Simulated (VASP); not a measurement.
A run of VASP 6.6.1 is set up as follows.

The input INCAR:

```
PREC = Accurate
ENCUT = 600
EDIFF = 1E-6
ISMEAR = -1
SIGMA = 0.05
LREAL = False
LASPH = True
NELM = 100
ALGO = Normal
ISIF = 3
LWAVE = False
LCHARG = False
GGA = PE
IBRION = 2
NSW = 80
EDIFFG = -0.02
PSTRESS = 600.0
```

The input KPOINTS:

```
Automatic mesh
0
Gamma
  7 7 7
```

Contents of POSCAR:

```
Ir
1.0
    0.0000000000      2.6350000000      2.6350000000
    2.6350000000      0.0000000000      2.6350000000
    2.6350000000      2.6350000000      0.0000000000
Ir
2
Direct
    0.0000000000      0.0000000000      0.0000000000
    0.2500000000      0.2500000000      0.2500000000
```

Potentials or basis: VASP PAW PBE potentials, release 64 (Ir).

Launch:

```console
$ cat potpaw_PBE.64/Ir/POTCAR > POTCAR
$ mpirun -np 1 vasp_std > vasp.out
```

Problem. Predict the band gap on the k mesh.

Solution. Zero (band 9 reaches 8.93 eV, above the bottom of band 10 at 7.27 eV).

Problem. Estimate the relaxed volume.

Solution. 17.58 Å³/atom.

Problem. Estimate the relaxed cell.

Solution. a = 3.677 Å, b = 3.677 Å, c = 3.677 Å, α = 60.00°, β = 60.00°, γ = 60.00°.

Problem. Predict the space group after relaxing (to 0.05 Å).

Solution. Fd-3m (No. 227).

Final structure:
```cif
data_structure
_symmetry_space_group_name_H-M 'P 1'
_symmetry_Int_Tables_number 1
_cell_length_a 3.6770
_cell_length_b 3.6770
_cell_length_c 3.6770
_cell_angle_alpha 60.000
_cell_angle_beta 60.000
_cell_angle_gamma 60.000
_cell_volume 35.15
loop_
_atom_site_label
_atom_site_type_symbol
_atom_site_fract_x
_atom_site_fract_y
_atom_site_fract_z
_atom_site_occupancy
Ir1 Ir 0.00000 0.00000 0.00000 1
Ir2 Ir 0.25000 0.25000 0.25000 1
```

Caveat: the cell is relaxed towards a set pressure, so the enthalpy falls and the energy may rise; spin-orbit coupling is left out, which moves the levels of the heavy elements.
